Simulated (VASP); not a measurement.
# Nb16H (a cell with a defect) in VASP: single point with PBE+D3(BJ)

Aim: the single point of Nb16H (a cell with a defect) with PBE+D3(BJ).

All numbers are computed with VASP 6.6.1; they aren't measurements. Logs are shortened: lines on timing, memory, paths and dates and some standing lists are left out, and cuts for length are marked.

## Step 1: The cell of the first run

The cell holds a defect, 17 atoms: a = 6.600 Å, b = 6.600 Å, c = 6.600 Å, α = 90.00°, β = 90.00°, γ = 90.00°.

## Step 2: Single point, PBE+D3(BJ)

File INCAR:

```
ALGO     = Normal         # electronic algorithm
EDIFF    = 1E-6           # SCF threshold, eV
ENCUT    = 520            # plane-wave cutoff, eV
GGA      = PE             # functional
ISIF     = 2              # what is computed and relaxed
ISMEAR   = -1             # smearing method
IVDW     = 12             # dispersion correction
LASPH    = T              # aspherical terms in the spheres
LCHARG   = F              # write CHGCAR
LREAL    = Auto         
LWAVE    = F              # write WAVECAR
NBANDS   = 118            # bands
NELM     = 60             # most SCF steps
PREC     = Accurate       # precision mode
SIGMA    = 0.15           # smearing width, eV
```

File KPOINTS:

```
k-points
0
Gamma
  3 3 3
```

File POSCAR:

```
Nb16H
1.0
    6.6000000000      0.0000000000      0.0000000000
    0.0000000000      6.6000000000      0.0000000000
    0.0000000000      0.0000000000      6.6000000000
Nb H
16 1
Direct
    0.0011524242     -0.0007345455      0.0002739394
    0.4990346970      0.0003815152      0.0002745455
    0.0001442424      0.5020068182      0.0002716667
    0.0026609091     -0.0023946970      0.5002731818
    0.2501681818      0.2522345455      0.2497984848
    0.4914298485      0.5068424242      0.0002727273
    0.5008843939     -0.0010345455      0.5002740909
    0.7510125758      0.2439872727      0.2609722727
    0.0001053030      0.4990981818      0.5002721212
    0.2489778788      0.7524546970      0.2493816667
    0.2501709091      0.2522336364      0.7507480303
    0.4998637879      0.5005030303      0.5002730303
    0.7495593939      0.7503554545      0.2507018182
    0.7510153030      0.2439865152      0.7395753030
    0.2489806061      0.7524545455      0.7511637879
    0.7495625758      0.7503554545      0.7498446970
    0.7334345455      0.3517730303      0.0002650000
```

Potentials or basis: VASP PAW PBE potentials, release 64 (Nb_sv, H).

Run with:

```bash
> cat potpaw_PBE.64/Nb_sv/POTCAR potpaw_PBE.64/H/POTCAR > POTCAR
> mpirun -np 1 vasp_std > vasp.out
```

OUTCAR:

```text
EDIFF = 1E-6
   ENCUT = 520
   GGA = PE
   ISIF = 2
   ISMEAR = -1
   IVDW = 12
   LASPH = T
   LREAL = Auto
   NELM = 60
   PREC = Accurate
 IVDW          = 12

 ion  position               nearest neighbor table
   1  0.001  0.999  0.000-  10 2.83  15 2.83  16 2.86  13 2.86   5 2.86  11 2.86  14 2.88   8 2.88

   2  0.499  0.000  0.000-  10 2.85  15 2.85  11 2.86   5 2.86  13 2.86  16 2.86   8 2.88  14 2.88

   3  0.000  0.502  0.000-  10 2.85  15 2.85   5 2.86  11 2.86  16 2.86  13 2.86  14 2.93   8 2.93

   4  0.003  0.998  0.500-  14 2.81   8 2.81  10 2.83  15 2.83  16 2.86  13 2.86   5 2.87  11 2.87

   5  0.250  0.252  0.250-   6 2.84   9 2.85  12 2.85   3 2.86   2 2.86   1 2.86   4 2.87   7 2.87

   6  0.491  0.507  0.000-  17 1.90  15 2.81  10 2.81  11 2.84   5 2.84  13 2.87  16 2.87   8 2.98
                            14 2.98
   7  0.501  0.999  0.500-   8 2.80  14 2.80  13 2.85  16 2.85  15 2.86  10 2.86  11 2.87   5 2.87

   8  0.751  0.244  0.261-  17 1.87   7 2.80   4 2.81   9 2.83  12 2.85   1 2.88   2 2.88   3 2.93
                             6 2.98
   9  0.000  0.499  0.500-   8 2.83  14 2.83   5 2.85  11 2.85  16 2.86  13 2.86  10 2.87  15 2.87

  10  0.249  0.752  0.249-   6 2.81   4 2.83   1 2.83   2 2.85   3 2.85   7 2.86   9 2.87  12 2.87

  11  0.250  0.252  0.751-   6 2.84   9 2.85  12 2.85   3 2.86   2 2.86   1 2.86   4 2.87   7 2.87

  12  0.500  0.501  0.500-   8 2.85  14 2.85  11 2.85   5 2.85  13 2.85  16 2.85  15 2.87  10 2.87

  13  0.750  0.750  0.251-   7 2.85  12 2.85   3 2.86   4 2.86   1 2.86   2 2.86   9 2.86   6 2.87

  14  0.751  0.244  0.740-  17 1.87   7 2.80   4 2.81   9 2.83  12 2.85   1 2.88   2 2.88   3 2.93
                             6 2.98
  15  0.249  0.752  0.751-   6 2.81   4 2.83   1 2.83   2 2.85   3 2.85   7 2.86   9 2.87  12 2.87

  16  0.750  0.750  0.750-   7 2.85  12 2.85   3 2.86   4 2.86   1 2.86   2 2.86   9 2.86   6 2.87

  17  0.733  0.352  0.000-  14 1.87   8 1.87   6 1.90

  LATTYP: Found a simple cubic cell.
 ALAT       =     6.6000000000

  Lattice vectors:

 A1 = (   6.6000000000,   0.0000000000,   0.0000000000)
 A2 = (   0.0000000000,   6.6000000000,   0.0000000000)
 A3 = (   0.0000000000,   0.0000000000,   6.6000000000)

Analysis of symmetry for initial positions (statically):
=====================================================================
 Subroutine PRICEL returns:
 Original cell was already a primitive cell.

 Routine SETGRP: Setting up the symmetry group for a
 simple cubic supercell.

 Subroutine GETGRP returns: Found  1 space group operations
 (whereof  1 operations were pure point group operations)
 out of a pool of 48 trial point group operations.

The static configuration has the point symmetry C_1 .

Analysis of symmetry for dynamics (positions and initial velocities):
=====================================================================
 Subroutine PRICEL returns:
 Original cell was already a primitive cell.

 Routine SETGRP: Setting up the symmetry group for a
 simple cubic supercell.

 Subroutine GETGRP returns: Found  1 space group operations
 (whereof  1 operations were pure point group operations)
 out of a pool of 48 trial point group operations.

The dynamic configuration has the point symmetry C_1 .

 Subroutine INISYM returns: Found  1 space group operations
 (whereof  1 operations are pure point group operations),
 and found     1 'primitive' translations

----------------------------------------------------------------------------------------

                                     Primitive cell

  volume of cell :     287.4960

  direct lattice vectors                    reciprocal lattice vectors
     6.600000000  0.000000000  0.000000000     0.151515152  0.000000000  0.000000000
     0.000000000  6.600000000  0.000000000     0.000000000  0.151515152  0.000000000
     0.000000000  0.000000000  6.600000000     0.000000000  0.000000000  0.151515152

  length of vectors
     6.600000000  6.600000000  6.600000000     0.151515152  0.151515152  0.151515152

  position of ions in fractional coordinates (direct lattice)
     0.001152424  0.999265454  0.000273939
     0.499034697  0.000381515  0.000274545
     0.000144242  0.502006818  0.000271667
     0.002660909  0.997605303  0.500273182
     0.250168182  0.252234546  0.249798485
     0.491429848  0.506842424  0.000272727
[... 9 lines left out ...]
     0.749562576  0.750355455  0.749844697
     0.733434546  0.351773030  0.000265000

  ion indices of the primitive-cell ions
   primitive index   ion index
                 1           1
                 2           2
                 3           3
                 4           4
                 5           5
                 6           6
[... 9 lines left out ...]
                16          16
                17          17

----------------------------------------------------------------------------------------

 KPOINTS: k-points

Automatic generation of k-mesh.
 Grid dimensions read from file:
 generate k-points for:    3    3    3

 Generating k-lattice:

  Cartesian coordinates                     Fractional coordinates (reciprocal lattice)
     0.050505051  0.000000000  0.000000000     0.333333333  0.000000000  0.000000000
     0.000000000  0.050505051  0.000000000     0.000000000  0.333333333  0.000000000
     0.000000000  0.000000000  0.050505051     0.000000000  0.000000000  0.333333333

  Length of vectors
     0.050505051  0.050505051  0.050505051

  Shift w.r.t. Gamma in fractional coordinates (k-lattice)
     0.000000000  0.000000000  0.000000000

 Subroutine IBZKPT returns following result:
 ===========================================

 Found     14 irreducible k-points:

 Following reciprocal coordinates:
            Coordinates               Weight
  0.000000  0.000000  0.000000      1.000000
  0.333333  0.000000  0.000000      2.000000
  0.000000  0.333333  0.000000      2.000000
  0.000000  0.000000  0.333333      2.000000
  0.333333  0.333333  0.000000      2.000000
  0.000000  0.333333  0.333333      2.000000
  0.333333  0.000000  0.333333      2.000000
 -0.333333  0.333333  0.000000      2.000000
 -0.333333  0.000000  0.333333      2.000000
  0.000000 -0.333333  0.333333      2.000000
  0.333333  0.333333  0.333333      2.000000
 -0.333333  0.333333  0.333333      2.000000
 -0.333333 -0.333333  0.333333      2.000000
  0.333333 -0.333333  0.333333      2.000000
   k-points           NKPTS =     14   k-points in BZ     NKDIM =     14   number of bands    NBANDS=    118
   number of dos      NEDOS =    301   number of ions     NIONS =     17
   total plane-waves  NPLWV = 125000
   dimension x,y,z NGX =    50 NGY =   50 NGZ =   50
   dimension x,y,z NGXF=   100 NGYF=  100 NGZF=  100
   ions per type =              16   1
   NGX,Y,Z   is equivalent  to a cutoff of  12.59, 12.59, 12.59 a.u.
   NGXF,Y,Z  is equivalent  to a cutoff of  25.19, 25.19, 25.19 a.u.
 SYSTEM =  unknown system
   PREC   = accura    normal or accurate (medium, high low for compatibility)
   ISTART =      0    job   : 0-new  1-cont  2-samecut
   ICHARG =      2    charge: 1-file 2-atom 10-const
   ISPIN  =      1    spin polarized calculation?
   LNONCOLLINEAR =      F non collinear calculations
   LSORBIT =      F    spin-orbit coupling
   LASPH  =      T    aspherical Exc in radial PAW
   ENCUT  =  520.0 eV  38.22 Ry    6.18 a.u.  12.27 12.27 12.27*2*pi/ulx,y,z
   NELM   =     60;   NELMIN=  2; NELMDL= -5     # of ELM steps
   EDIFF  = 0.1E-05   stopping-criterion for ELM
   LREAL  =      T    real-space projection
   EDIFFG = 0.1E-04   stopping-criterion for IOM
   NSW    =      0    number of steps for IOM
   IBRION =     -1    ionic relax: 0-MD 1-quasi-New 2-CG
   NFREE  =      0    steps in history (QN), initial steepest desc. (CG)
   ISIF   =      2    stress and relaxation
   ISYM   =      2    0-nonsym 1-usesym 2-fastsym
   POTIM  = 0.5000    time-step for ionic-motion
   TEBEG  =    0.0;   TEEND  =   0.0 temperature during run
   PSTRESS=    0.0 pullay stress
   NELECT =     209.0000    total number of electrons
   NUPDOWN=      -1.0000    fix difference up-down
   EMIN   =  10.00;   EMAX   =-10.00  energy-range for DOS
   EFERMI =   0.00;   METHOD = LEGACY
   ISMEAR =    -1;   SIGMA  =   0.15  broadening in eV -4-tet -1-fermi 0-gaus
   EFERMI_NEDOS =   21; number of points for ismear=-14 and -15
   IALGO  =     38    algorithm
   IMIX   =      4    mixing-type and parameters
     AMIX     =   0.40;   BMIX     =  1.00
     AMIX_MAG =   1.60;   BMIX_MAG =  1.00
  volume/ion in A,a.u.               =      16.91       114.12
  Fermi-wavevector in a.u.,A,eV,Ry     =   1.472018  2.781710 29.481589  2.166836
  Thomas-Fermi vector in A             =   2.587083
   LORBIT       =      0    0 simple, 1 ext, 2 COOP (PROOUT), +10 PAW based schemes
   GGA     = PE    functional components
   LHFCALC =     F    Hartree Fock is set to
   AEXX    =    0.0000 exact exchange contribution
   IVDW    =    12    specifies the selected vdW correction
   LEPSILON=     F    determine dielectric tensor
   LRPA    =     F    only Hartree local field effects (RPA)
 non-spin polarized calculation
  energy-cutoff  :      520.00
  volume of cell :      287.50
 maximum number of plane-waves:      7809
 NGX is ok and might be reduce to    50
   NGX = 25   NGY = 25   NGZ = 25

 number of electron     209.0000023 magnetization

 Free energy of the ion-electron system (eV)
  ---------------------------------------------------
  ext. energy  EPLUGINS =         0.00000000
  ---------------------------------------------------
  free energy    TOTEN  =      -168.01609396 eV

  energy without entropy =     -166.67257839  energy(sigma->0) =     -167.34433618

 E-fermi :  11.3218     XC(G=0): -12.5441

 val. band max:       11.3091634995   @ k =   0.3333   0.3333   0.0000
 cond. band min:      11.3898796609   @ k =  -0.3333   0.3333   0.0000
 fundamental gap:      0.0807161614
 Fermi energy:        11.3218125971

 k-point     1 :       0.0000    0.0000    0.0000
  band No.  band energies     occupation
      1     -43.0887      2.00000
      2     -42.9061      2.00000
      3     -42.8962      2.00000
      4     -42.8710      2.00000
      5     -42.8668      2.00000
      6     -42.8574      2.00000
[... 108 lines left out ...]
    115      13.5198      0.00000
    116      13.5376      0.00000
[... 1545 lines left out ...]
    115      13.6605      0.00000
    116      13.6921      0.00000
 [bands above 116 left out]

------------------------ aborting loop because EDIFF is reached ----------------------------------------

 Edisp (eV)  -12.01386

 E8    (eV) :    -5.8008

  FORCE on cell =-STRESS in cart. coord.  units (eV):
  Direction    XX          YY          ZZ          XY          YZ          ZX
  --------------------------------------------------------------------------------------
  -------------------------------------------------------------------------------------
  Total      -7.59658    -7.22965    -5.72202    -0.47681     0.00117    -0.00072
  in kB     -42.33472   -40.28991   -31.88808    -2.65720     0.00655    -0.00401
  external pressure =      -38.17 kB  Pullay stress =        0.00 kB

 VOLUME and BASIS-vectors are now :
 -----------------------------------------------------------------------------
  energy-cutoff  :      520.00
  volume of cell :      287.50
      direct lattice vectors                 reciprocal lattice vectors
     6.600000000  0.000000000  0.000000000     0.151515152  0.000000000  0.000000000
     0.000000000  6.600000000  0.000000000     0.000000000  0.151515152  0.000000000
     0.000000000  0.000000000  6.600000000     0.000000000  0.000000000  0.151515152

 POSITION                                       TOTAL-FORCE (eV/Angst)
 -----------------------------------------------------------------------------------
      0.00761      6.59515      0.00181        -0.020344     -0.012565     -0.000124
      3.29363      0.00252      0.00181        -0.024996     -0.027515     -0.000074
      0.00095      3.31325      0.00179         0.012457      0.007984     -0.000158
      0.01756      6.58419      3.30180        -0.029622     -0.013173      0.000436
      1.65111      1.66475      1.64867        -0.018374     -0.015233     -0.001039
      3.24344      3.34516      0.00180        -0.011395     -0.033792     -0.000059
[... 9 lines left out ...]
      4.94711      4.95235      4.94898        -0.011745     -0.015094     -0.005726
      4.84067      2.32170      0.00175         0.290743      0.301997      0.000688
 -----------------------------------------------------------------------------------
    total drift:                                0.001312     -0.003375     -0.001811

  FREE ENERGIE OF THE ION-ELECTRON SYSTEM (eV)
  ---------------------------------------------------
  free  energy   TOTEN  =      -180.0299550370 eV

  energy  without entropy=     -178.6864394672  energy(sigma->0) =     -179.35819725
```

Wall time 58 min (1 thread of AMD EPYC 7R13, shared host); peak memory 0.53 GiB.

Results:

| Item | Value |
| --- | --- |
| Free energy | -180.0300 eV |
| Pressure | -3.8 GPa |
| Largest force | 0.419 eV/Å |
| Band gap on the k mesh | zero (an odd number of electrons rules out a gap without spin polarisation) |
| Dispersion energy per atom | -0.707 eV |

Forces in eV/Å, atoms in the order of the input:
```
Nb  -0.020 -0.013  0.000
Nb  -0.025 -0.028  0.000
Nb   0.012  0.008  0.000
Nb  -0.030 -0.013  0.000
Nb  -0.018 -0.015 -0.001
Nb  -0.011 -0.034  0.000
Nb  -0.021 -0.029  0.000
Nb  -0.042 -0.026 -0.030
Nb  -0.019 -0.018  0.000
Nb  -0.011 -0.018  0.004
Nb  -0.018 -0.015  0.002
Nb  -0.012 -0.028  0.000
Nb  -0.012 -0.015  0.005
Nb  -0.042 -0.026  0.030
Nb  -0.011 -0.017 -0.004
Nb  -0.012 -0.015 -0.006
H    0.291  0.302  0.001
```

The gap in the log of VASP goes by the Fermi energy; the results here count the filled bands.